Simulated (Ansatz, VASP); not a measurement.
## Two plane-wave programs on CaPb

Contents of INCAR:

```
PREC     = Accurate       # precision mode
ENCUT    = 520            # plane-wave cutoff, eV
EDIFF    = 1E-6           # SCF threshold, eV
ISMEAR   = 0              # smearing method
SIGMA    = 0.15           # smearing width, eV
LREAL    = F              # projectors in reciprocal space
LASPH    = T              # aspherical terms in the spheres
NELM     = 80             # most SCF steps
ALGO     = Fast           # electronic algorithm
ISIF     = 2              # what is computed and relaxed
LWAVE    = F              # write WAVECAR
LCHARG   = F              # write CHGCAR
NBANDS   = 19             # bands
```

File KPOINTS:

```
Automatic mesh
0
Gamma
  14 14 10
```

The input POSCAR:

```
CaPb
1.0
    3.4684021342      0.0000000000      0.0000000000
    0.0000000000      3.4684021342      0.0000000000
    0.0000000000      0.0000000000      4.5272385114
Ca Pb
1 1
Direct
    0.0000000000      0.0000000000      0.0000000000
    0.5000000000      0.5000000000      0.5000000000
```

Input for Ansatz:

```yaml
crystal:
  lattice:
    - [3.4684021342, 0.0, 0.0]
    - [0.0, 3.4684021342, 0.0]
    - [0.0, 0.0, 4.5272385114]
  atoms:
    - { symbol: Ca, position: [0.0, 0.0, 0.0] }
    - { symbol: Pb, position: [0.5, 0.5, 0.5] }
basis:
  ecutwfc: 420
kpoints:
  mp_grid: { grid: [14, 14, 10] }
hamiltonian:
  xc: lda
scf:
  occupations: { method: gaussian, width: 0.15 }
output:
  forces: true
  stress: true
  eigenvalues: true
  write_density: true
  write_potential: true
  elf: true
  volumetric_format: npy
```

Alike in both runs: task single point; functional LDA; k mesh 14 × 14 × 10; occupations gaussian, width 0.15 eV; no spin polarisation.

|  | VASP | Ansatz |
| --- | --- | --- |
| version | VASP 6.6.1 | Ansatz 0.2.0 |
| potentials or method | VASP PAW LDA potentials, release 64 (Ca_sv, Pb_d), cutoff 520 eV | scalar-relativistic, plane waves, PAW |
| valence electrons in the cell | 24 | 24 |

VASP gave:

- gap on the k mesh at the Fermi level (eV): none
- pressure (GPa): 0.1
- traceless stress, the component that is largest in VASP (GPa): -0.58

Question: Which values does Ansatz return?

Answer: gap on the k mesh at the Fermi level (eV): none; pressure (GPa): 0.0; traceless stress, the component that is largest in VASP (GPa): -0.61.

LDA's correlation is that of Perdew and Zunger in VASP and of Perdew and Wang (1992) in Ansatz. A gap of «none» marks a metal or a gap that the smearing closes.

Neither program's run includes spin-orbit coupling.
